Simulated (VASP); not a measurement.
# Ir3Cl in VASP: a series of runs

Ir3Cl is run at these levels: PBE; tasks: single point.

Program: VASP 6.6.1. These are calculated values, not measurements. Logs are shortened: lines on timing, memory, paths and dates and some standing lists are left out, and cuts for length are marked.

## Step 1: The cell of the first run

The cell holds a slab with vacuum, 4 atoms: a = 2.737 Å, b = 2.737 Å, c = 19.843 Å, α = 90.00°, β = 90.00°, γ = 120.00°.

## Step 2: Single point, PBE

Input file INCAR:

```
PREC = Accurate
ENCUT = 520
EDIFF = 1E-6
ISMEAR = 0
SIGMA = 0.1
LREAL = F
LASPH = T
NELM = 100
ALGO = Normal
ISIF = 2
LWAVE = F
LCHARG = F
LDIPOL = T
IDIPOL = 3
DIPOL = 0.5 0.5 0.367
GGA = PE
NBANDS = 25
```

Input file KPOINTS:

```
Automatic mesh
0
Gamma
  12 12 1
```

Input file POSCAR:

```
Ir3Cl
1.0
    2.7367600872      0.0000000000      0.0000000000
   -1.3683800436      2.3701037596      0.0000000000
    0.0000000000      0.0000000000     19.8425800730
Ir Cl
3 1
Direct
    0.6666666667      0.3333333333      0.2015866881
    0.3333333333      0.6666666667      0.3110139949
    0.0000000000      0.0000000000      0.4204382718
    0.0000000000      0.3333333333      0.5347990983
```

Potentials or basis: VASP PAW PBE potentials, release 64 (Ir, Cl).

Started as:

```bash
$ cat potpaw_PBE.64/Ir/POTCAR potpaw_PBE.64/Cl/POTCAR > POTCAR
$ mpirun -np 1 vasp_std > vasp.out
```

OUTCAR:

```text
PREC = Accurate
   ENCUT = 520
   EDIFF = 1E-6
   ISMEAR = 0
   LREAL = F
   LASPH = T
   NELM = 100
   ISIF = 2
   GGA = PE

 ion  position               nearest neighbor table
   1  0.667  0.333  0.202-   2 2.69   2 2.69   2 2.69
   2  0.333  0.667  0.311-   3 2.69   3 2.69   3 2.69   1 2.69   1 2.69   1 2.69
   3  0.000  0.000  0.420-   4 2.45   2 2.69   2 2.69   2 2.69   4 2.91
   4  0.000  0.333  0.535-   3 2.45   3 2.91

  LATTYP: Found a hexagonal cell.
 ALAT       =     2.7367600872
 C/A-ratio  =     7.2503907689

  Lattice vectors:

 A1 = (   2.7367600872,   0.0000000000,   0.0000000000)
 A2 = (  -1.3683800436,   2.3701037596,   0.0000000000)
 A3 = (   0.0000000000,   0.0000000000,  19.8425800730)

Analysis of symmetry for initial positions (statically):
=====================================================================
 Subroutine PRICEL returns:
 Original cell was already a primitive cell.

 Routine SETGRP: Setting up the symmetry group for a
 hexagonal supercell.

 Subroutine GETGRP returns: Found  1 space group operations
 (whereof  1 operations were pure point group operations)
 out of a pool of 24 trial point group operations.

The static configuration has the point symmetry C_1 .

Analysis of symmetry for dynamics (positions and initial velocities):
=====================================================================
 Subroutine PRICEL returns:
 Original cell was already a primitive cell.

 Routine SETGRP: Setting up the symmetry group for a
 hexagonal supercell.

 Subroutine GETGRP returns: Found  1 space group operations
 (whereof  1 operations were pure point group operations)
 out of a pool of 24 trial point group operations.

The dynamic configuration has the point symmetry C_1 .

 Subroutine INISYM returns: Found  1 space group operations
 (whereof  1 operations are pure point group operations),
 and found     1 'primitive' translations

----------------------------------------------------------------------------------------

                                     Primitive cell

  volume of cell :     128.7070

  direct lattice vectors                    reciprocal lattice vectors
     2.736760087  0.000000000  0.000000000     0.365395566  0.210961228  0.000000000
    -1.368380044  2.370103760  0.000000000     0.000000000  0.421922456  0.000000000
     0.000000000  0.000000000 19.842580073     0.000000000  0.000000000  0.050396672

  length of vectors
     2.736760087  2.736760087 19.842580073     0.421922456  0.421922456  0.050396672

  position of ions in fractional coordinates (direct lattice)
     0.666666667  0.333333333  0.201586688
     0.333333333  0.666666667  0.311013995
     0.000000000  0.000000000  0.420438272
     0.000000000  0.333333333  0.534799098

  ion indices of the primitive-cell ions
   primitive index   ion index
                 1           1
                 2           2
                 3           3
                 4           4

----------------------------------------------------------------------------------------

 KPOINTS: Automatic mesh

Automatic generation of k-mesh.
 Grid dimensions read from file:
 generate k-points for:   12   12    1

 Generating k-lattice:

  Cartesian coordinates                     Fractional coordinates (reciprocal lattice)
     0.030449630  0.017580102  0.000000000     0.083333333  0.000000000  0.000000000
     0.000000000  0.035160205  0.000000000     0.000000000  0.083333333  0.000000000
     0.000000000  0.000000000  0.050396672     0.000000000  0.000000000  1.000000000

  Length of vectors
     0.035160205  0.035160205  0.050396672

  Shift w.r.t. Gamma in fractional coordinates (k-lattice)
     0.000000000  0.000000000  0.000000000

 Subroutine IBZKPT returns following result:
 ===========================================

 Found     74 irreducible k-points:

 Following reciprocal coordinates:
            Coordinates               Weight
  0.000000  0.000000  0.000000      1.000000
  0.083333 -0.000000  0.000000      2.000000
  0.000000  0.083333  0.000000      2.000000
 -0.083333  0.083333  0.000000      2.000000
  0.166667 -0.000000  0.000000      2.000000
  0.000000  0.166667  0.000000      2.000000
[... 16 lines left out ...]
  0.166667  0.083333  0.000000      2.000000
 -0.083333  0.250000  0.000000      2.000000
 [... further k-points ...]
   k-points           NKPTS =     74   k-points in BZ     NKDIM =     74   number of bands    NBANDS=     25
   number of dos      NEDOS =    301   number of ions     NIONS =      4
   total plane-waves  NPLWV =  60000
   dimension x,y,z NGX =    20 NGY =   20 NGZ =  150
   dimension x,y,z NGXF=    40 NGYF=   40 NGZF=  300
   ions per type =               3   1
   NGX,Y,Z   is equivalent  to a cutoff of  12.15, 12.15, 12.57 a.u.
   NGXF,Y,Z  is equivalent  to a cutoff of  24.30, 24.30, 25.13 a.u.
 SYSTEM =  unknown system
   PREC   = accura    normal or accurate (medium, high low for compatibility)
   ISTART =      0    job   : 0-new  1-cont  2-samecut
   ICHARG =      2    charge: 1-file 2-atom 10-const
   ISPIN  =      1    spin polarized calculation?
   LNONCOLLINEAR =      F non collinear calculations
   LSORBIT =      F    spin-orbit coupling
   LASPH  =      T    aspherical Exc in radial PAW
   ENCUT  =  520.0 eV  38.22 Ry    6.18 a.u.   5.09  5.09 36.89*2*pi/ulx,y,z
   NELM   =    100;   NELMIN=  2; NELMDL= -5     # of ELM steps
   EDIFF  = 0.1E-05   stopping-criterion for ELM
   LREAL  =      F    real-space projection
   EDIFFG = 0.1E-04   stopping-criterion for IOM
   NSW    =      0    number of steps for IOM
   IBRION =     -1    ionic relax: 0-MD 1-quasi-New 2-CG
   NFREE  =      0    steps in history (QN), initial steepest desc. (CG)
   ISIF   =      2    stress and relaxation
   ISYM   =      2    0-nonsym 1-usesym 2-fastsym
   POTIM  = 0.5000    time-step for ionic-motion
   TEBEG  =    0.0;   TEEND  =   0.0 temperature during run
   PSTRESS=    0.0 pullay stress
   NELECT =      34.0000    total number of electrons
   NUPDOWN=      -1.0000    fix difference up-down
   EMIN   =  10.00;   EMAX   =-10.00  energy-range for DOS
   EFERMI =   0.00;   METHOD = LEGACY
   ISMEAR =     0;   SIGMA  =   0.10  broadening in eV -4-tet -1-fermi 0-gaus
   EFERMI_NEDOS =   21; number of points for ismear=-14 and -15
   IALGO  =     38    algorithm
   IMIX   =      4    mixing-type and parameters
     AMIX     =   0.40;   BMIX     =  1.00
     AMIX_MAG =   1.60;   BMIX_MAG =  1.00
  volume/ion in A,a.u.               =      32.18       217.14
  Fermi-wavevector in a.u.,A,eV,Ry     =   1.050430  1.985025 15.012708  1.103403
  Thomas-Fermi vector in A             =   2.185433
   LORBIT       =      0    0 simple, 1 ext, 2 COOP (PROOUT), +10 PAW based schemes
   GGA     = PE    functional components
   LHFCALC =     F    Hartree Fock is set to
   AEXX    =    0.0000 exact exchange contribution
   IVDW    =     0    specifies the selected vdW correction
   LEPSILON=     F    determine dielectric tensor
   LRPA    =     F    only Hartree local field effects (RPA)
 non-spin polarized calculation
 Gauss-broadening in eV      SIGMA  =   0.10
  energy-cutoff  :      520.00
  volume of cell :      128.71
 maximum number of plane-waves:      3499
   NGX = 11   NGY = 11   NGZ = 73

 dipolmoment           0.000000      0.000000      0.000374 electrons x Angstroem

 number of electron      34.0000001 magnetization

 dipolmoment           0.000000      0.000000     -0.002327 electrons x Angstroem

 Free energy of the ion-electron system (eV)
  ---------------------------------------------------
  ext. energy  EPLUGINS =         0.00000000
  ---------------------------------------------------
  free energy    TOTEN  =       -26.36701482 eV

  energy without entropy =      -26.34378931  energy(sigma->0) =      -26.35540206

 E-fermi :   1.2390     XC(G=0):  -6.7650

 val. band max:        1.2384547077   @ k =  -0.1667   0.0833   0.0000
 cond. band min:       1.2485873551   @ k =  -0.4167   0.3333   0.0000
 fundamental gap:      0.0101326474
 Fermi energy:         1.2390472800

 k-point     1 :       0.0000    0.0000    0.0000
  band No.  band energies     occupation
      1     -16.2526      2.00000
      2      -8.9474      2.00000
      3      -7.0601      2.00000
      4      -6.4822      2.00000
      5      -4.6146      2.00000
      6      -2.6175      2.00000
[... 17 lines left out ...]
     24       6.2725      0.00000
     25       6.9827      0.00000

 k-point     2 :       0.0833   -0.0000    0.0000
  band No.  band energies     occupation
      1     -16.1273      2.00000
      2      -8.6900      2.00000
      3      -6.8161      2.00000
      4      -6.2293      2.00000
      5      -4.5270      2.00000
      6      -2.8391      2.00000
[... 17 lines left out ...]
     24       6.4502      0.00000
     25       7.2096      0.00000

 k-point     3 :       0.0000    0.0833    0.0000
  band No.  band energies     occupation
      1     -16.1266      2.00000
      2      -8.6890      2.00000
      3      -6.8110      2.00000
      4      -6.2293      2.00000
      5      -4.5456      2.00000
      6      -2.8392      2.00000
[... 17 lines left out ...]
     24       6.4477      0.00000
     25       7.1913      0.00000

 k-point     4 :      -0.0833    0.0833    0.0000
  band No.  band energies     occupation
      1     -16.1266      2.00000
      2      -8.6887      2.00000
      3      -6.8118      2.00000
      4      -6.2292      2.00000
      5      -4.5485      2.00000
      6      -2.8243      2.00000
[... 17 lines left out ...]
     24       6.4476      0.00000
     25       7.1871      0.00000

 k-point     5 :       0.1667   -0.0000    0.0000
  band No.  band energies     occupation
      1     -15.7626      2.00000
      2      -7.9820      2.00000
      3      -6.1971      2.00000
      4      -5.5817      2.00000
      5      -4.3186      2.00000
      6      -3.3880      2.00000
[... 17 lines left out ...]
     24       6.9689      0.00000
     25       7.8792      0.00000

 k-point     6 :       0.0000    0.1667    0.0000
  band No.  band energies     occupation
      1     -15.7596      2.00000
      2      -7.9771      2.00000
      3      -6.1678      2.00000
      4      -5.5869      2.00000
      5      -4.3925      2.00000
      6      -3.4260      2.00000
[... 17 lines left out ...]
     24       6.9575      0.00000
     25       7.7870      0.00000
[... 393 lines left out ...]
 k-point    21 :      -0.0833    0.1667    0.0000
  band No.  band energies     occupation
      1     -15.8793      2.00000
      2      -8.1984      2.00000
      3      -6.3547      2.00000
      4      -5.7672      2.00000
      5      -4.4593      2.00000
      6      -3.2181      2.00000
[... 17 lines left out ...]
     24       6.7868      0.00000
     25       7.5705      0.00000

 k-point    22 :      -0.1667    0.0833    0.0000
  band No.  band energies     occupation
      1     -15.8813      2.00000
      2      -8.2015      2.00000
      3      -6.3680      2.00000
      4      -5.7670      2.00000
      5      -4.4044      2.00000
      6      -3.2022      2.00000
[... 17 lines left out ...]
     24       6.7952      0.00000
     25       7.6298      0.00000

 k-point    23 :       0.1667    0.0833    0.0000
  band No.  band energies     occupation
      1     -15.4149      2.00000
      2      -7.3547      2.00000
      3      -5.7084      2.00000
      4      -5.0705      2.00000
      5      -4.2595      2.00000
      6      -3.7377      2.00000
[... 17 lines left out ...]
     24       7.4665      0.00000
     25       8.4926      0.00000

 k-point    24 :      -0.0833    0.2500    0.0000
  band No.  band energies     occupation
      1     -15.4094      2.00000
      2      -7.3455      2.00000
      3      -5.6654      2.00000
      4      -5.0941      2.00000
      5      -4.3350      2.00000
      6      -3.8191      2.00000
[... 17 lines left out ...]
     24       7.4491      0.00000
     25       8.2913      0.00000

 [... further k-points ...]

------------------------ aborting loop because EDIFF is reached ----------------------------------------

 vacuum level on the upper side and lower side of the slab       (xc-potential included)        -0.259        -0.216

  FORCE on cell =-STRESS in cart. coord.  units (eV):
  Direction    XX          YY          ZZ          XY          YZ          ZX
  --------------------------------------------------------------------------------------
  -------------------------------------------------------------------------------------
  Total        2.6835948      2.4386562      0.2013121      0.3394811     -1.0696343      0.8435325
  in kB       33.4060636     30.3570060      2.5059839      4.2259466    -13.3150764     10.5005041
  external PRESSURE =      22.0896845 kB  Pullay stress =       0.0000000 kB

 VOLUME and BASIS-vectors are now :
 -----------------------------------------------------------------------------
  energy-cutoff  :      520.00
  volume of cell :      128.71
      direct lattice vectors                 reciprocal lattice vectors
     2.736760087  0.000000000  0.000000000     0.365395566  0.210961228  0.000000000
    -1.368380044  2.370103760  0.000000000     0.000000000  0.421922456  0.000000000
     0.000000000  0.000000000 19.842580073     0.000000000  0.000000000  0.050396672

 POSITION                                       TOTAL-FORCE (eV/Angst)
 -----------------------------------------------------------------------------------
      1.36838      0.79003      4.00000         0.038978     -0.068701     -0.178539
     -0.00000      1.58007      6.17132        -0.085923     -0.032583      0.251297
      0.00000      0.00000      8.34258        -0.317396      0.735583     -0.076588
     -0.45613      0.79003     10.61179         0.364340     -0.634299      0.003830
 -----------------------------------------------------------------------------------
    total drift:                                0.000063     -0.000157     -0.000224

  FREE ENERGIE OF THE ION-ELECTRON SYSTEM (eV)
  ---------------------------------------------------
  free  energy   TOTEN  =       -26.3670148157 eV

  energy  without entropy=      -26.3437893063  energy(sigma->0) =      -26.35540206

 vacuum level on the upper side and lower side of the slab         6.374         6.415
```

Wall time 5.4 min (1 thread of Intel Xeon Platinum 8375C at 2.90GHz (Ice Lake), shared host); peak memory 0.37 GiB.

What came out:

| Property | Result |
| --- | --- |
| Free energy | -26.3670 eV |
| Largest force | 0.805 eV/Å |
| Band gap on the k mesh | zero (bands 17 and 18 overlap by 1.41 eV) |

Forces in eV/Å, atoms in the order of the input:
```
Ir   0.039 -0.069 -0.179
Ir  -0.086 -0.033  0.251
Ir  -0.317  0.736 -0.077
Cl   0.364 -0.634  0.004
```

Levels at points of the mesh, in eV from the Fermi level:
| k point | band 14 | band 15 | band 16 | band 17 | band 18 | band 19 | band 20 | band 21 |
| --- | --- | --- | --- | --- | --- | --- | --- | --- |
| (0.00, 0.00, 0.00) | -1.25 | -1.23 | -0.63 | -0.58 | -0.33 | 0.49 | 0.51 | 1.01 |
| (0.50, 0.00, 0.00) | -0.79 | 0.38 | 0.76 | 0.84 | 1.16 | 1.33 | 1.52 | 3.31 |
| (0.00, 0.50, 0.00) | -0.59 | 0.43 | 0.57 | 0.80 | 1.31 | 1.39 | 1.53 | 3.27 |
| (0.50, 0.50, 0.00) | -0.60 | 0.43 | 0.47 | 0.79 | 1.33 | 1.52 | 1.87 | 3.07 |

Caveat: spin-orbit coupling is left out, which moves the levels of the heavy elements.

## Step 3: Single point, PBE

Input file INCAR:

```
ALGO = Normal
DIPOL = 0.5 0.5 0.367
EDIFF = 1E-6
ENCUT = 520
GGA = PE
IDIPOL = 3
ISIF = 2
ISMEAR = 0
LASPH = T
LCHARG = F
LDIPOL = T
LREAL = F
LWAVE = F
NBANDS = 25
NELM = 60
PREC = Accurate
SIGMA = 0.1
```

Input file KPOINTS:

```
k-points
0
Gamma
  12 12 1
```

POSCAR: that of step 2 with these lines changed.

```diff
@@ -11,2 +11,2 @@
     0.0000000000      0.0000000000      0.4204382718
-    0.0000000000      0.3333333333      0.5347990983
+    0.0000000000      0.1666666667      0.5349074207
```

Potentials or basis: VASP PAW PBE potentials, release 64 (Ir, Cl).

Started as:

```bash
$ cat potpaw_PBE.64/Ir/POTCAR potpaw_PBE.64/Cl/POTCAR > POTCAR
$ mpirun -np 1 vasp_std > vasp.out
```

Wall time 5.5 min (1 thread of Intel Xeon Platinum 8375C at 2.90GHz (Ice Lake), shared host); peak memory 0.37 GiB.

Results (log left out):

```
Free energy            : -26.7747 eV
Largest force          : 0.928 eV/Å
Band gap on the k mesh : zero (bands 17 and 18 overlap by 1.57 eV)
```

Forces on the atoms (eV/Å):
```
Ir   0.014 -0.047 -0.246
Ir  -0.026 -0.012  0.139
Ir  -0.427  0.819  0.083
Cl   0.439 -0.760  0.025
```

Levels at points of the mesh, in eV from the Fermi level:
```
           k point  band 14  band 15  band 16  band 17  band 18  band 19  band 20  band 21
(0.00, 0.00, 0.00)    -1.30    -1.23    -0.72    -0.65    -0.27     0.42     0.50     0.94
(0.50, 0.00, 0.00)    -0.81     0.45     0.81     0.86     1.27     1.32     1.55     3.36
(0.00, 0.50, 0.00)    -0.69     0.52     0.83     0.88     1.14     1.31     1.55     3.35
(0.50, 0.50, 0.00)    -0.71     0.52     0.65     0.83     1.31     1.55     1.68     3.18
```

Caveat: spin-orbit coupling is left out, which moves the levels of the heavy elements.

## Step 4: Single point, PBE

Input file INCAR:

```
SYSTEM = Ir3Cl
  ALGO = Normal
  DIPOL = 0.5 0.5 0.367
  EDIFF = 1E-6
  ENCUT = 520
  GGA = PE
  IDIPOL = 3
  ISIF = 2
  ISMEAR = 0
  LASPH = .TRUE.
  LCHARG = .TRUE.
  LDIPOL = .TRUE.
  LELF = .TRUE.
  LREAL = .FALSE.
  LVACPOTAV = .TRUE.
  LVHAR = .TRUE.
  LWAVE = .FALSE.
  NBANDS = 25
  NELM = 60
  PREC = Accurate
  SIGMA = 0.1
```

Input file KPOINTS:

```
k-points
0
G
  12 12 1
  0 0 0
```

POSCAR: that of step 3 with these lines changed.

```diff
@@ -11,2 +11,2 @@
     0.0000000000      0.0000000000      0.4204382718
-    0.0000000000      0.1666666667      0.5349074207
+    0.1666666667      0.6666666667      0.5344328895
```

Started as:

```bash
$ cat potpaw_PBE.64/Ir/POTCAR potpaw_PBE.64/Cl/POTCAR > POTCAR
$ mpirun -np 1 vasp_std > vasp.out
```

Run time: 7.4 min. Hardware: 1 thread of Intel Xeon Platinum 8375C at 2.90GHz (Ice Lake), shared host; peak memory 0.37 GiB.

It converged, with:

```yaml
Free_energy: -26.1844 eV
Largest_force: 0.513 eV/Å
Band_gap_on_the_k_mesh: zero (bands 17 and 18 overlap by 1.50 eV)
```

Forces on the atoms (eV/Å):
```
Ir  -0.017  0.030 -0.156
Ir  -0.073 -0.006  0.228
Ir   0.452 -0.232 -0.073
Cl  -0.361  0.208  0.002
```

Levels at points of the mesh, in eV from the Fermi level:
| k point | band 13 | band 14 | band 15 | band 16 | band 17 | band 18 | band 19 | band 20 | band 21 | band 22 |
| --- | --- | --- | --- | --- | --- | --- | --- | --- | --- | --- |
| (0.00, 0.00, 0.00) | -2.92 | -1.33 | -1.23 | -0.71 | -0.54 | -0.35 | 0.42 | 0.56 | 0.86 | 1.08 |
| (0.50, 0.00, 0.00) | -0.99 | -0.73 | 0.43 | 0.57 | 0.79 | 1.29 | 1.39 | 1.51 | 3.11 | 3.42 |
| (0.00, 0.50, 0.00) | -0.88 | -0.63 | 0.34 | 0.47 | 0.77 | 1.29 | 1.51 | 1.73 | 3.06 | 3.52 |
| (0.50, 0.50, 0.00) | -0.75 | -0.49 | 0.33 | 0.48 | 0.79 | 1.28 | 1.51 | 1.63 | 3.16 | 3.68 |

Caveat: spin-orbit coupling is left out, which moves the levels of the heavy elements.

[end of part 1 of 2]
